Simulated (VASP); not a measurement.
Set up this calculation in VASP 6.6.1, as the native input.

```yaml
Task: single point
Functional: PBE exchange alone
Potentials_or_basis: VASP PAW PBE potentials, release 64 (Bi_d, Se)
Cutoff: 520 eV
k_mesh: 8 × 8 × 8
Occupations: fermi-dirac, width 0.05 eV
Spin: no spin polarisation
Dipole_correction: no
Further_INCAR_settings: ALGO = Normal; EDIFF = 1e-06; NBANDS = 32
```

The structure of Bi2Se3 lies in POSCAR:

```
Bi2Se3
1.0
    2.0987597050      1.2117194806      9.6709442292
   -2.0987597050      1.2117194806      9.6709442292
    0.0000000000     -2.4234389614      9.6709442292
Bi Se
2 3
Direct
    0.5992000000      0.5992000000      0.5992000000
    0.4008000000      0.4008000000      0.4008000000
    0.7883000000      0.7883000000      0.7883000000
    0.2117000000      0.2117000000      0.2117000000
    0.0000000000      0.0000000000      0.0000000000
```

These files were run (other wordings do the same):

INCAR

```
  PREC = Accurate
  ENCUT = 520
  EDIFF = 1E-6
  ISMEAR = -1
  SIGMA = 0.05
  LREAL = F
  LASPH = T
  NELM = 100
  ALGO = Normal
  ISIF = 2
  LWAVE = F
  LCHARG = F
  GGA = PE
  ALDAC = 0.0
  AGGAC = 0.0
  NBANDS = 32
```

KPOINTS

```
Automatic mesh
0
Gamma
  8 8 8
```

Potentials or basis: VASP PAW PBE potentials, release 64 (Bi_d, Se).

Launch:

```console
$ cat potpaw_PBE.64/Bi_d/POTCAR potpaw_PBE.64/Se/POTCAR > POTCAR
$ mpirun -np 1 vasp_std > vasp.out
```

Results of the run:

```json
{
 "Pressure": "8.9 GPa",
 "Largest force": "0.340 eV/Å",
 "Band gap on the k mesh": "0.31 eV"
}
```

Caveat: the cell stands under pressure; spin-orbit coupling is left out, which moves the levels of the heavy elements.

It took 14 min on 1 thread of Intel(R) Xeon(R) 6975P-C (Granite Rapids), on a shared host, peak memory 1 GiB.
